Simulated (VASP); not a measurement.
Crystal: Co.

```
Co
1.0
     0.00000    1.66480    1.66480
     1.66480    0.00000    1.66480
     1.66480    1.66480    0.00000
Co
1
Direct
  0.00000 0.00000 0.00000
```

This cell differs from its parent crystal: volume scaled by 0.96.

Base run:

- Program: VASP 6.6.1
- Functional: LDA
- Potentials or basis: VASP PAW LDA potentials, release 64 (Co_sv)
- Cutoff: 600 eV
- k mesh: 18 × 18 × 18
- Occupations: fermi-dirac, width 0.1 eV
- Spin: no spin polarisation

Its results: pressure 10.6 GPa.

Problem. The run is repeated on the same cell with these changes: potentials or basis from VASP PAW LDA potentials, release 64 (Co_sv) to VASP PAW LDA potentials, release 64 (Co); cutoff from 600 eV to 520 eV; further incar settings from ALGO = Normal; EDIFF = 1e-06; NBANDS = 14 to ALGO = Normal; EDIFF = 1e-06; NBANDS = 10; valence electrons from 17 to 9. What comes out?

Solution. Pressure 12.9 GPa.

Caveats: the run has no spin polarisation, though such a crystal can be magnetic.
